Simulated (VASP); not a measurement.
Write the native input for VASP 6.6.1 that does the following.

| Quantity | Value |
| --- | --- |
| Task | single point |
| Functional | PBE |
| Potentials or basis | VASP PAW PBE potentials, release 64 (Bi_d, Te, O) |
| Cutoff | 520 eV |
| k mesh | 4 × 4 × 4 |
| Occupations | gaussian, width 0.15 eV |
| Spin | no spin polarisation |
| Dipole correction | no |
| Further INCAR settings | ALGO = Normal; EDIFF = 1e-07; NBANDS = 39 |

The structure of Bi2TeO4 lies in POSCAR:

```
Bi2TeO4
1.0
   -1.8465997951      1.8465997951      8.9365113529
    1.8465997951     -1.8465997951      8.9365113529
    1.8465997951      1.8465997951     -8.9365113529
Bi Te O
2 1 4
Direct
    0.6747193950      0.6747193950      0.0000000000
    0.3252806050      0.3252806050      0.0000000000
    0.0000000000      0.0000000000      0.0000000000
    0.8841340056      0.8841340056      0.0000000000
    0.1158659944      0.1158659944      0.0000000000
    0.7500000000      0.2500000000      0.5000000000
    0.2500000000      0.7500000000      0.5000000000
```

The input as run:

INCAR

```
ALGO = Normal
EDIFF = 1E-7
ENCUT = 520
GGA = PE
ISIF = 2
ISMEAR = 0
LASPH = T
LCHARG = F
LREAL = F
LWAVE = F
NBANDS = 39
NELM = 80
PREC = Accurate
SIGMA = 0.15
```

KPOINTS

```
k-points
0
Gamma
  4 4 4
```

Potentials or basis: VASP PAW PBE potentials, release 64 (Bi_d, Te, O).

Launch:

```bash
$ cat potpaw_PBE.64/Bi_d/POTCAR potpaw_PBE.64/Te/POTCAR potpaw_PBE.64/O/POTCAR > POTCAR
$ mpirun -np 1 vasp_std > vasp.out
```

It gave:

| Item | Value |
| --- | --- |
| Pressure | 0.1 GPa |
| Largest force | 0.059 eV/Å |
| Band gap on the k mesh | zero (bands 30 and 31 overlap by 2.14 eV) |

Caveat: the k points lie up to 0.43 Å⁻¹ apart, too coarse for converged energies and pressures of a metal; spin-orbit coupling is left out, which moves the levels of the heavy elements.

Run time: 4.1 min on 1 thread of Intel(R) Xeon(R) 6975P-C (Granite Rapids), with other jobs on the host, peak memory 0.68 GiB.
